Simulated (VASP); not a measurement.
Wanted: the native input for a VASP 6.6.1 run.

- Task: relaxation of cell and atoms
- Functional: r2SCAN
- Potentials or basis: VASP PAW PBE potentials, release 64 (Ta_pv, N)
- Cutoff: 600 eV
- k mesh: 10 × 10 × 10
- Occupations: fermi-dirac, width 0.05 eV
- Spin: no spin polarisation
- Target pressure: 20 GPa
- Dipole correction: no
- Further INCAR settings: ALGO = Normal; EDIFF = 1e-07; IBRION = 2; EDIFFG = -0.01; NSW = 60; ISIF = 3

TaN:

```xyz
2
Lattice="0.0000 2.2113 2.2113 2.2113 0.0000 2.2113 2.2113 2.2113 0.0000" Properties=species:S:1:pos:R:3 pbc="T T T"
Ta    2.2113    2.2113    2.2113
N     0.0000    0.0000    0.0000
```

These files were run (other wordings do the same):

POSCAR

```
TaN
1.0
    0.0000000000      2.2113230000      2.2113230000
    2.2113230000      0.0000000000      2.2113230000
    2.2113230000      2.2113230000      0.0000000000
Ta N
1 1
Direct
    0.5000000000      0.5000000000      0.5000000000
    0.0000000000      0.0000000000      0.0000000000
```

INCAR.step1

```
SYSTEM = TaN
  ALGO = Normal
  EDIFF = 1E-4
  ENCUT = 600
  GGA = PE
  ISMEAR = -1
  LASPH = .TRUE.
  LCHARG = .FALSE.
  LREAL = .FALSE.
  LWAVE = .TRUE.
  NELM = 100
  PREC = Accurate
  SIGMA = 0.05
```

INCAR.step2

```
SYSTEM = TaN
  ALGO = Normal
  EDIFF = 1E-7
  EDIFFG = -0.01
  ENCUT = 600
  IBRION = 2
  ISIF = 3
  ISMEAR = -1
  ISTART = 1
  LASPH = .TRUE.
  LCHARG = .FALSE.
  LMIXTAU = .TRUE.
  LREAL = .FALSE.
  LWAVE = .FALSE.
  METAGGA = R2SCAN
  NELM = 100
  NSW = 60
  PREC = Accurate
  PSTRESS = 200.0
  SIGMA = 0.05
```

KPOINTS

```
k-points
0
G
  10 10 10
  0 0 0
```

Potentials or basis: VASP PAW PBE potentials, release 64 (Ta_pv, N).

The run is started by

```bash
$ cat potpaw_PBE.64/Ta_pv/POTCAR potpaw_PBE.64/N/POTCAR > POTCAR
$ cp INCAR.step1 INCAR
$ mpirun -np 1 vasp_std > vasp.out
$ cp INCAR.step2 INCAR
$ mpirun -np 1 vasp_std > vasp.out
```

Results of the run:

| Item | Value |
| --- | --- |
| Relaxed volume | 10.14 Å³/atom |
| Relaxed cell | a = 3.061 Å, b = 3.061 Å, c = 3.061 Å, α = 60.00°, β = 60.00°, γ = 60.00° |
| Space group after relaxing (to 0.05 Å) | Fm-3m (No. 225) |
| Energy change on relaxing (the enthalpy is what falls) | +30.1 meV/atom |
| Ionic steps | 5 |
| Pressure after relaxing | 20.1 GPa |
| Band gap on the k mesh | zero (band 8 reaches 12.23 eV, above the bottom of band 9 at 7.85 eV) |

Caveat: the cell is relaxed towards a set pressure, so the enthalpy falls and the energy may rise; the PAW data sets were made with another functional, which shifts forces and pressure a little; spin-orbit coupling is left out, which moves the levels of the heavy elements.

Wall time 7.7 min on 1 thread of AMD EPYC 9R45 (Zen 5) (shared host), peak memory 0.16 GiB.
